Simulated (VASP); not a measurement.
BN (zinc blende): single point with LDA

Crystal: BN (zinc blende).

```
B N
1.0
     0.00000    1.78317    1.78317
     1.78317    0.00000    1.78317
     1.78317    1.78317    0.00000
B N
1 1
Cartesian
  0.0000 0.0000 0.0000
  0.8916 0.8916 0.8916
```

This cell differs from its parent crystal: volume scaled by 0.96.

```yaml
Program: VASP 6.6.1
Task: single point
Functional: LDA
Potentials_or_basis: VASP PAW LDA potentials, release 64 (B, N)
Cutoff: 600 eV
k_mesh: 10 × 10 × 10
Occupations: gaussian, width 0.01 eV
Spin: no spin polarisation
Dipole_correction: no
Further_INCAR_settings: ALGO = Normal; EDIFF = 1e-06; NBANDS = 11
```

| Quantity | Value |
| --- | --- |
| Pressure | 5.7 GPa |
| Band gap on the k mesh | 4.39 eV, indirect (least direct gap 8.88 eV) |

Levels at points of the mesh, in eV from the valence-band top:
| k point | band 2 | band 3 | band 4 | band 5 | band 6 | band 7 |
| --- | --- | --- | --- | --- | --- | --- |
| (0.00, 0.00, 0.00) | 0.00 | 0.00 | 0.00 | 8.88 | 8.88 | 8.88 |
| (0.50, 0.00, 0.00) | -11.09 | -2.03 | -2.03 | 10.75 | 10.79 | 10.79 |
| (0.50, 0.50, 0.00) | -9.15 | -5.13 | -5.13 | 4.39 | 9.37 | 18.32 |

Run time: 9.5 s on 1 thread of Intel Xeon 8259CL, on a shared host, peak memory 0.12 GiB.

 A k mesh can miss the band edges.
